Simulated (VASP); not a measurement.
Wanted: the native input for a VASP 6.6.1 run.

```
Task                   : single point
Functional             : PBE
Potentials or basis    : VASP PAW PBE potentials, release 64 (W_sv, Mo_sv)
Cutoff                 : 520 eV
k mesh                 : 3 × 3 × 3
Occupations            : gaussian, width 0.05 eV
Spin                   : no spin polarisation
Dipole correction      : no
Further INCAR settings : LREAL = Auto; ALGO = Normal; EDIFF = 1e-07; NBANDS = 118
```

The structure of MoW14 (a cell with a defect) lies in POSCAR:

```
MoW14
1.0
    6.3200000000      0.0000000000      0.0000000000
    0.0000000000      6.3200000000      0.0000000000
    0.0000000000      0.0000000000      6.3200000000
W Mo
14 1
Direct
    0.4976992711      0.0024400475      0.0024400475
    0.0024400475      0.4976992711      0.0024400475
    0.0024400475      0.0024400475      0.4976992711
    0.4971462267      0.4971462267      0.0027257518
    0.4971462267      0.0027257518      0.4971462267
    0.7502006863      0.2496376983      0.2496376983
    0.0027257518      0.4971462267      0.4971462267
    0.2496376983      0.7502006863      0.2496376983
    0.2496376983      0.2496376983      0.7502006863
    0.4976056440      0.4976056440      0.4976056440
    0.7502101132      0.7502101132      0.2499732829
    0.7502101132      0.2499732829      0.7502101132
    0.2499732829      0.7502101132      0.7502101132
    0.7502726640      0.7502726640      0.7502726640
    0.0026545285      0.0026545285      0.0026545285
```

The input as run:

INCAR

```
PREC     = Accurate       # precision mode
ENCUT    = 520            # plane-wave cutoff, eV
EDIFF    = 1E-7           # SCF threshold, eV
ISMEAR   = 0              # smearing method
SIGMA    = 0.05           # smearing width, eV
LREAL    = Auto         
LASPH    = T              # aspherical terms in the spheres
NELM     = 80             # most SCF steps
ALGO     = Normal         # electronic algorithm
ISIF     = 2              # what is computed and relaxed
LWAVE    = F              # write WAVECAR
LCHARG   = T              # write CHGCAR
GGA      = PE             # functional
LELF     = T              # ELF
LVHAR    = T            
NBANDS   = 118            # bands
```

KPOINTS

```
Automatic mesh
0
Gamma
  3 3 3
```

Potentials or basis: VASP PAW PBE potentials, release 64 (W_sv, Mo_sv).

The run is started by

```bash
$ cat potpaw_PBE.64/W_sv/POTCAR potpaw_PBE.64/Mo_sv/POTCAR > POTCAR
$ mpirun -np 1 vasp_std > vasp.out
```

It gave:

| Quantity | Value |
| --- | --- |
| Pressure | -0.4 GPa |
| Largest force | 0.031 eV/Å |

Wall time 5.4 min on 1 thread of Intel(R) Xeon(R) Platinum 8375C CPU @ 2.90GHz (Ice Lake), on a shared host, peak memory 0.39 GiB.
